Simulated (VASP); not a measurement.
# Ga (P6/mmm) in VASP: notebook

Ga is run at these levels: LDA; tasks: single point.

Program: VASP 6.6.1. These are calculated values, not measurements. Logs are shortened: lines on timing, memory, paths and dates and some standing lists are left out, and cuts for length are marked.

### Step 1. The cell of the first run

It takes space group P6/mmm (No. 191, hexagonal). Conventional cell: a = 4.144 Å, b = 4.144 Å, c = 2.434 Å, α = 90.00°, β = 90.00°, γ = 120.00°. Within 3.2 Å of Ga (site symmetry 6/mmm) lie 14 Ga at 2.43 to 2.68 Å. Ga (site symmetry -6m2) has 11 Ga at 2.39 to 2.68 Å within 3.2 Å.

This isn't the form of Ga at room conditions, which is orthorhombic.

### Step 2. Single point, LDA

Input file INCAR:

```
SYSTEM = Ga
PREC     = Accurate       ! precision mode
ENCUT    = 520            ! plane-wave cutoff, eV
EDIFF    = 1E-6           ! SCF threshold, eV
ISMEAR   = -1             ! smearing method
SIGMA    = 0.08           ! smearing width, eV
LREAL    = .FALSE.        ! projectors in reciprocal space
LASPH    = .TRUE.         ! aspherical terms in the spheres
NELM     = 60             ! most SCF steps
ALGO     = Normal         ! electronic algorithm
ISIF     = 2              ! what is computed and relaxed
LWAVE    = .FALSE.        ! write WAVECAR
LCHARG   = .FALSE.        ! write CHGCAR
GGA      = CA             ! functional
NBANDS   = 26             ! bands
```

Input file KPOINTS:

```
regular mesh
0
G
  9 9 12
  0 0 0
```

Input file POSCAR:

```
Ga
1.0
    4.1436969779      0.0000000000      0.0000000000
   -2.0718484889      3.5885468484      0.0000000000
    0.0000000000      0.0000000000      2.4342052487
Ga
3
Direct
    0.0000000000      0.0000000000      0.0000000000
    0.3333333333      0.6666666667      0.5000000000
    0.6666666667      0.3333333333      0.5000000000
```

Potentials or basis: VASP PAW LDA potentials, release 64 (Ga_d).

Run with:

```console
$ cat potpaw_LDA.64/Ga_d/POTCAR > POTCAR
$ mpirun -np 1 vasp_std > vasp.out
```

OUTCAR:

```text
SYSTEM = Ga
   PREC = Accurate
   ENCUT = 520
   EDIFF = 1E-6
   ISMEAR = -1
   LREAL = .FALSE.
   LASPH = .TRUE.
   NELM = 60
   ISIF = 2
   GGA = CA

 ion  position               nearest neighbor table
   1  0.000  0.000  0.000-   2 2.68   3 2.68   2 2.68   3 2.68   2 2.68   2 2.68   3 2.68   3 2.68
                             3 2.68   3 2.68   2 2.68   2 2.68
   2  0.333  0.667  0.500-   3 2.39   3 2.39   3 2.39   1 2.68   1 2.68   1 2.68   1 2.68   1 2.68
                             1 2.68
   3  0.667  0.333  0.500-   2 2.39   2 2.39   2 2.39   1 2.68   1 2.68   1 2.68   1 2.68   1 2.68
                             1 2.68

  LATTYP: Found a hexagonal cell.
 ALAT       =     4.1436969779
 C/A-ratio  =     0.5874476975

  Lattice vectors:

 A1 = (   4.1436969779,   0.0000000000,   0.0000000000)
 A2 = (  -2.0718484889,   3.5885468484,   0.0000000000)
 A3 = (   0.0000000000,   0.0000000000,   2.4342052487)

Analysis of symmetry for initial positions (statically):
=====================================================================
 Subroutine PRICEL returns:
 Original cell was already a primitive cell.

 Routine SETGRP: Setting up the symmetry group for a
 hexagonal supercell.

 Subroutine GETGRP returns: Found 24 space group operations
 (whereof 24 operations were pure point group operations)
 out of a pool of 24 trial point group operations.

The static configuration has the point symmetry D_6h.

Analysis of symmetry for dynamics (positions and initial velocities):
=====================================================================
 Subroutine PRICEL returns:
 Original cell was already a primitive cell.

 Routine SETGRP: Setting up the symmetry group for a
 hexagonal supercell.

 Subroutine GETGRP returns: Found 24 space group operations
 (whereof 24 operations were pure point group operations)
 out of a pool of 24 trial point group operations.

The dynamic configuration has the point symmetry D_6h.

 Subroutine INISYM returns: Found 24 space group operations
 (whereof 24 operations are pure point group operations),
 and found     1 'primitive' translations

----------------------------------------------------------------------------------------

                                     Primitive cell

  volume of cell :      36.1963

  direct lattice vectors                    reciprocal lattice vectors
     4.143696978  0.000000000  0.000000000     0.241330388  0.139332165  0.000000000
    -2.071848489  3.588546848  0.000000000     0.000000000  0.278664329  0.000000000
     0.000000000  0.000000000  2.434205249     0.000000000  0.000000000  0.410811701

  length of vectors
     4.143696978  4.143696978  2.434205249     0.278664329  0.278664329  0.410811701

  position of ions in fractional coordinates (direct lattice)
     0.000000000  0.000000000  0.000000000
     0.333333333  0.666666667  0.500000000
     0.666666667  0.333333333  0.500000000

  ion indices of the primitive-cell ions
   primitive index   ion index
                 1           1
                 2           2
                 3           3

----------------------------------------------------------------------------------------

 KPOINTS: regular mesh

Automatic generation of k-mesh.
 Grid dimensions read from file:
 generate k-points for:    9    9   12

 Generating k-lattice:

  Cartesian coordinates                     Fractional coordinates (reciprocal lattice)
     0.026814488  0.015481352  0.000000000     0.111111111  0.000000000  0.000000000
     0.000000000  0.030962703  0.000000000     0.000000000  0.111111111  0.000000000
     0.000000000  0.000000000  0.034234308     0.000000000  0.000000000  0.083333333

  Length of vectors
     0.030962703  0.030962703  0.034234308

  Shift w.r.t. Gamma in fractional coordinates (k-lattice)
     0.000000000  0.000000000  0.000000000

 Subroutine IBZKPT returns following result:
 ===========================================

 Found     84 irreducible k-points:

 Following reciprocal coordinates:
            Coordinates               Weight
  0.000000  0.000000  0.000000      1.000000
  0.111111  0.000000  0.000000      6.000000
  0.222222  0.000000  0.000000      6.000000
  0.333333  0.000000  0.000000      6.000000
  0.444444  0.000000  0.000000      6.000000
  0.111111  0.111111  0.000000      6.000000
[... 16 lines left out ...]
  0.333333  0.222222  0.083333     24.000000
  0.333333  0.333333  0.083333      4.000000
 [... further k-points ...]
   k-points           NKPTS =     84   k-points in BZ     NKDIM =     84   number of bands    NBANDS=     26
   number of dos      NEDOS =    301   number of ions     NIONS =      3
   total plane-waves  NPLWV =  18432
   dimension x,y,z NGX =    32 NGY =   32 NGZ =   18
   dimension x,y,z NGXF=    64 NGYF=   64 NGZF=   36
   ions per type =               3
   NGX,Y,Z   is equivalent  to a cutoff of  12.84, 12.84, 12.29 a.u.
   NGXF,Y,Z  is equivalent  to a cutoff of  25.68, 25.68, 24.59 a.u.
 SYSTEM =  Ga
   PREC   = accura    normal or accurate (medium, high low for compatibility)
   ISTART =      0    job   : 0-new  1-cont  2-samecut
   ICHARG =      2    charge: 1-file 2-atom 10-const
   ISPIN  =      1    spin polarized calculation?
   LNONCOLLINEAR =      F non collinear calculations
   LSORBIT =      F    spin-orbit coupling
   LASPH  =      T    aspherical Exc in radial PAW
   ENCUT  =  520.0 eV  38.22 Ry    6.18 a.u.   7.70  7.70  4.53*2*pi/ulx,y,z
   NELM   =     60;   NELMIN=  2; NELMDL= -5     # of ELM steps
   EDIFF  = 0.1E-05   stopping-criterion for ELM
   LREAL  =      F    real-space projection
   EDIFFG = 0.1E-04   stopping-criterion for IOM
   NSW    =      0    number of steps for IOM
   IBRION =     -1    ionic relax: 0-MD 1-quasi-New 2-CG
   NFREE  =      0    steps in history (QN), initial steepest desc. (CG)
   ISIF   =      2    stress and relaxation
   ISYM   =      2    0-nonsym 1-usesym 2-fastsym
   POTIM  = 0.5000    time-step for ionic-motion
   TEBEG  =    0.0;   TEEND  =   0.0 temperature during run
   PSTRESS=    0.0 pullay stress
   NELECT =      39.0000    total number of electrons
   NUPDOWN=      -1.0000    fix difference up-down
   EMIN   =  10.00;   EMAX   =-10.00  energy-range for DOS
   EFERMI =   0.00;   METHOD = LEGACY
   ISMEAR =    -1;   SIGMA  =   0.08  broadening in eV -4-tet -1-fermi 0-gaus
   EFERMI_NEDOS =   21; number of points for ismear=-14 and -15
   IALGO  =     38    algorithm
   IMIX   =      4    mixing-type and parameters
     AMIX     =   0.40;   BMIX     =  1.00
     AMIX_MAG =   1.60;   BMIX_MAG =  1.00
  volume/ion in A,a.u.               =      12.07        81.42
  Fermi-wavevector in a.u.,A,eV,Ry     =   1.678321  3.171567 38.324378  2.816762
  Thomas-Fermi vector in A             =   2.762431
   LORBIT       =      0    0 simple, 1 ext, 2 COOP (PROOUT), +10 PAW based schemes
   GGA     = CA    functional components
   LHFCALC =     F    Hartree Fock is set to
   AEXX    =    0.0000 exact exchange contribution
   IVDW    =     0    specifies the selected vdW correction
   LEPSILON=     F    determine dielectric tensor
   LRPA    =     F    only Hartree local field effects (RPA)
 non-spin polarized calculation
  energy-cutoff  :      520.00
  volume of cell :       36.20
 maximum number of plane-waves:      1005
 NGX is ok and might be reduce to    32
   NGX = 15   NGY = 15   NGZ =  9

 number of electron      39.0000026 magnetization

 Free energy of the ion-electron system (eV)
  ---------------------------------------------------
  ext. energy  EPLUGINS =         0.00000000
  ---------------------------------------------------
  free energy    TOTEN  =        -8.58464366 eV

  energy without entropy =       -8.56846186  energy(sigma->0) =       -8.57655276

 E-fermi :  10.5685     XC(G=0): -13.8132

 val. band max:       10.5480504589   @ k =   0.2222   0.2222   0.4167
 cond. band min:      10.5927845780   @ k =   0.4444   0.1111   0.3333
 fundamental gap:      0.0447341191
 Fermi energy:        10.5685252015

 k-point     1 :       0.0000    0.0000    0.0000
  band No.  band energies     occupation
      1      -5.9220      2.00000
      2      -5.5014      2.00000
      3      -5.4616      2.00000
      4      -5.3020      2.00000
      5      -5.3020      2.00000
      6      -5.1766      2.00000
[... 18 lines left out ...]
     25      28.7956      0.00000
     26      28.7957      0.00000

 k-point     2 :       0.1111    0.0000    0.0000
  band No.  band energies     occupation
      1      -5.9046      2.00000
      2      -5.5194      2.00000
      3      -5.4788      2.00000
      4      -5.3839      2.00000
      5      -5.3759      2.00000
      6      -5.2066      2.00000
[... 18 lines left out ...]
     25      26.9081      0.00000
     26      27.1741      0.00000

 k-point     3 :       0.2222    0.0000    0.0000
  band No.  band energies     occupation
      1      -5.8581      2.00000
      2      -5.6005      2.00000
      3      -5.5195      2.00000
      4      -5.4702      2.00000
      5      -5.4578      2.00000
      6      -5.2342      2.00000
[... 18 lines left out ...]
     25      24.1033      0.00000
     26      24.8579      0.00000

 k-point     4 :       0.3333    0.0000    0.0000
  band No.  band energies     occupation
      1      -5.7960      2.00000
      2      -5.7099      2.00000
      3      -5.5718      2.00000
      4      -5.5080      2.00000
      5      -5.5056      2.00000
      6      -5.2665      2.00000
[... 18 lines left out ...]
     25      21.2649      0.00000
     26      25.1453      0.00000
[... 496 lines left out ...]
      1      -5.7248      2.00000
      2      -5.6933      2.00000
      3      -5.5837      2.00000
      4      -5.4941      2.00000
      5      -5.4837      2.00000
      6      -5.3647      2.00000
[... 18 lines left out ...]
     25      23.1302      0.00000
     26      23.1932      0.00000

 k-point    23 :       0.3333    0.2222    0.0833
  band No.  band energies     occupation
      1      -5.7646      2.00000
      2      -5.6427      2.00000
      3      -5.6032      2.00000
      4      -5.5310      2.00000
      5      -5.4940      2.00000
      6      -5.4205      2.00000
[... 18 lines left out ...]
     25      21.7785      0.00000
     26      21.9353      0.00000

 k-point    24 :       0.3333    0.3333    0.0833
  band No.  band energies     occupation
      1      -5.7784      2.00000
      2      -5.6115      2.00000
      3      -5.6115      2.00000
      4      -5.5296      2.00000
      5      -5.4916      2.00000
      6      -5.4916      2.00000
[... 18 lines left out ...]
     25      22.0301      0.00000
     26      22.3445      0.00000

 [... further k-points ...]

------------------------ aborting loop because EDIFF is reached ----------------------------------------

  FORCE on cell =-STRESS in cart. coord.  units (eV):
  Direction    XX          YY          ZZ          XY          YZ          ZX
  --------------------------------------------------------------------------------------
  -------------------------------------------------------------------------------------
  Total       13.0014689     13.0014689     13.0127736      0.0000000      0.0000000      0.0000000
  in kB      575.4918784    575.4918784    575.9922682      0.0000000      0.0000000      0.0000000
  external PRESSURE =     575.6586750 kB  Pullay stress =       0.0000000 kB

 VOLUME and BASIS-vectors are now :
 -----------------------------------------------------------------------------
  energy-cutoff  :      520.00
  volume of cell :       36.20
      direct lattice vectors                 reciprocal lattice vectors
     4.143696978  0.000000000  0.000000000     0.241330388  0.139332165  0.000000000
    -2.071848489  3.588546848  0.000000000     0.000000000  0.278664329  0.000000000
     0.000000000  0.000000000  2.434205249     0.000000000  0.000000000  0.410811701

 POSITION                                       TOTAL-FORCE (eV/Angst)
 -----------------------------------------------------------------------------------
      0.00000      0.00000      0.00000        -0.000000      0.000000      0.000000
     -0.00000      2.39236      1.21710        -0.000000      0.000000      0.000000
      2.07185      1.19618      1.21710         0.000000     -0.000000      0.000000
 -----------------------------------------------------------------------------------
    total drift:                               -0.000000      0.000000      0.000000

  FREE ENERGIE OF THE ION-ELECTRON SYSTEM (eV)
  ---------------------------------------------------
  free  energy   TOTEN  =        -8.5846436621 eV

  energy  without entropy=       -8.5684618635  energy(sigma->0) =       -8.57655276
```

Run time: 47 s. Hardware: 1 thread of Intel Xeon Platinum 8259CL at 2.50GHz (Skylake/Cascade Lake), shared host; peak memory 0.17 GiB.

Results:

```
Free energy            : -8.5846 eV
Pressure               : 57.6 GPa
Band gap on the k mesh : zero (an odd number of electrons rules out a gap without spin polarisation)
```

Caveat: the cell stands under pressure.

### Step 3. Single point, LDA

Input file INCAR:

```
SYSTEM = Ga
ALGO = Normal ; EDIFF = 1E-6
ENCUT = 520 ; GGA = CA
ISIF = 2 ; ISMEAR = -1
LASPH = .True. ; LCHARG = .False.
LREAL = .False. ; LWAVE = .False.
NBANDS = 26 ; NELM = 100
PREC = Accurate ; SIGMA = 0.08
```

Input file KPOINTS:

```
k-points
0
Gamma
  9 9 12
  0 0 0
```

Input file POSCAR:

```
Ga
1.0
    4.1444478061      0.0000000000      0.0000000000
   -2.0722239030      3.5891970847      0.0000000000
    0.0000000000      0.0000000000      2.4344595564
Ga
3
Direct
    0.0000000000      0.0000000000      0.0000000000
    0.3333333333      0.6666666667      0.5000000000
    0.6666666667      0.3333333333      0.5000000000
```

Potentials or basis: VASP PAW LDA potentials, release 64 (Ga_d).

Run with:

```console
$ cat potpaw_LDA.64/Ga_d/POTCAR > POTCAR
$ mpirun -np 1 vasp_std > vasp.out
```

OUTCAR:

```text
SYSTEM = Ga
   EDIFF = 1E-6
   ENCUT = 520
   GGA = CA
   ISIF = 2
   ISMEAR = -1
   LASPH = .True.
   LREAL = .False.
   NELM = 100
   PREC = Accurate

 ion  position               nearest neighbor table
   1  0.000  0.000  0.000-   2 2.68   3 2.68   2 2.68   3 2.68   2 2.68   2 2.68   3 2.68   3 2.68
                             3 2.68   3 2.68   2 2.68   2 2.68
   2  0.333  0.667  0.500-   3 2.39   3 2.39   3 2.39   1 2.68   1 2.68   1 2.68   1 2.68   1 2.68
                             1 2.68
   3  0.667  0.333  0.500-   2 2.39   2 2.39   2 2.39   1 2.68   1 2.68   1 2.68   1 2.68   1 2.68
                             1 2.68

  LATTYP: Found a hexagonal cell.
 ALAT       =     4.1444478061
 C/A-ratio  =     0.5874026337

  Lattice vectors:

 A1 = (   4.1444478061,   0.0000000000,   0.0000000000)
 A2 = (  -2.0722239030,   3.5891970847,   0.0000000000)
 A3 = (   0.0000000000,   0.0000000000,   2.4344595564)

Analysis of symmetry for initial positions (statically):
=====================================================================
 Subroutine PRICEL returns:
 Original cell was already a primitive cell.

 Routine SETGRP: Setting up the symmetry group for a
 hexagonal supercell.
[... 168 lines left out ...]

 E-fermi :  10.5617     XC(G=0): -13.8104

 val. band max:       10.5415208739   @ k =   0.2222   0.2222   0.4167
 cond. band min:      10.5869071670   @ k =   0.4444   0.1111   0.3333
 fundamental gap:      0.0453862931
 Fermi energy:        10.5617446454

 k-point     1 :       0.0000    0.0000    0.0000
  band No.  band energies     occupation
      1      -5.9266      2.00000
      2      -5.5068      2.00000
      3      -5.4669      2.00000
      4      -5.3072      2.00000
      5      -5.3072      2.00000
      6      -5.1818      2.00000
[... 685 lines left out ...]
     25      22.0176      0.00000
     26      22.3342      0.00000

 [... further k-points ...]

------------------------ aborting loop because EDIFF is reached ----------------------------------------

  FORCE on cell =-STRESS in cart. coord.  units (eV):
  Direction    XX          YY          ZZ          XY          YZ          ZX
  --------------------------------------------------------------------------------------
  -------------------------------------------------------------------------------------
  Total       12.9751360     12.9751360     12.9895613      0.0000000      0.0000000      0.0000000
  in kB      574.0582421    574.0582421    574.6964591      0.0000000      0.0000000      0.0000000
  external PRESSURE =     574.2709811 kB  Pullay stress =       0.0000000 kB

 VOLUME and BASIS-vectors are now :
 -----------------------------------------------------------------------------
  energy-cutoff  :      520.00
  volume of cell :       36.21
      direct lattice vectors                 reciprocal lattice vectors
     4.144447806  0.000000000  0.000000000     0.241286668  0.139306922  0.000000000
    -2.072223903  3.589197085  0.000000000     0.000000000  0.278613845  0.000000000
     0.000000000  0.000000000  2.434459556     0.000000000  0.000000000  0.410768787

 POSITION                                       TOTAL-FORCE (eV/Angst)
 -----------------------------------------------------------------------------------
      0.00000      0.00000      0.00000        -0.000000      0.000000      0.000000
     -0.00000      2.39280      1.21723         0.000000     -0.000000      0.000000
      2.07222      1.19640      1.21723        -0.000000      0.000000      0.000000
 -----------------------------------------------------------------------------------
    total drift:                               -0.000000      0.000000      0.000000

  FREE ENERGIE OF THE ION-ELECTRON SYSTEM (eV)
  ---------------------------------------------------
  free  energy   TOTEN  =        -8.5907426043 eV

  energy  without entropy=       -8.5745674236  energy(sigma->0) =       -8.58265501
```

OSZICAR:

```text
N       E                     dE             d eps       ncg     rms          rms(c)
DAV:   1     0.209955285330E+03    0.20996E+03   -0.19099E+04  5000   0.316E+03
DAV:   2     0.108969514629E+02   -0.19906E+03   -0.19455E+03  4494   0.444E+02
DAV:   3    -0.848205286051E+01   -0.19379E+02   -0.19173E+02  4930   0.124E+02
DAV:   4    -0.885303072153E+01   -0.37098E+00   -0.37045E+00  5216   0.192E+01
DAV:   5    -0.886010135362E+01   -0.70706E-02   -0.70695E-02  5654   0.263E+00    0.273E+00
DAV:   6    -0.865646853014E+01    0.20363E+00   -0.24931E-01  5854   0.117E+01    0.129E+00
DAV:   7    -0.859695157720E+01    0.59517E-01   -0.78892E-02  6118   0.429E+00    0.265E-01
DAV:   8    -0.859080449135E+01    0.61471E-02   -0.10771E-02  5324   0.223E+00    0.641E-02
DAV:   9    -0.859075130494E+01    0.53186E-04   -0.26125E-03  5758   0.101E+00    0.336E-02
DAV:  10    -0.859075298618E+01   -0.16812E-05   -0.32146E-04  5290   0.742E-01    0.112E-02
DAV:  11    -0.859074090653E+01    0.12080E-04   -0.90520E-05  6108   0.281E-01    0.291E-03
DAV:  12    -0.859074311008E+01   -0.22036E-05   -0.22060E-05  5340   0.869E-02    0.385E-03
DAV:  13    -0.859074260429E+01    0.50579E-06   -0.64379E-06  4392   0.531E-02
   1 F= -.85907426E+01 E0= -.85826550E+01  d E =-.161752E-01
```

stdout:

```text
POSCAR found type information on POSCAR Ga
 POSCAR found :  1 types and       3 ions
 scaLAPACK will be used
 LDA part: xc-table for (Slater(with rela. corr.)+CA(PZ))
 , standard interpolation
 POSCAR, INCAR and KPOINTS ok, starting setup
 FFT: planning ... GRIDC
 FFT: planning ... GRID_SOFT
 FFT: planning ... GRID
 WAVECAR not read
 entering main loop
```

It took 49 s on 1 thread of Intel Xeon Platinum 8259CL at 2.50GHz (Skylake/Cascade Lake), shared host; peak memory 0.17 GiB.

Results:

```yaml
Free_energy: -8.5907 eV
Pressure: 57.4 GPa
Band_gap_on_the_k_mesh: zero (an odd number of electrons rules out a gap without spin polarisation)
```

Levels at points of the mesh, in eV from the Fermi level:
| k point | band 15 | band 16 | band 17 | band 18 | band 19 | band 20 | band 21 | band 22 | band 23 | band 24 |
| --- | --- | --- | --- | --- | --- | --- | --- | --- | --- | --- |
| (0.00, 0.00, 0.00) | -15.21 | -15.21 | -2.80 | -2.80 | -2.76 | -2.76 | -2.60 | -2.41 | 9.12 | 13.75 |
| (0.00, 0.00, 0.50) | -15.01 | -8.45 | -8.13 | 1.56 | 1.77 | 1.77 | 2.34 | 3.35 | 3.35 | 4.18 |

Caveat: the cell stands under pressure.
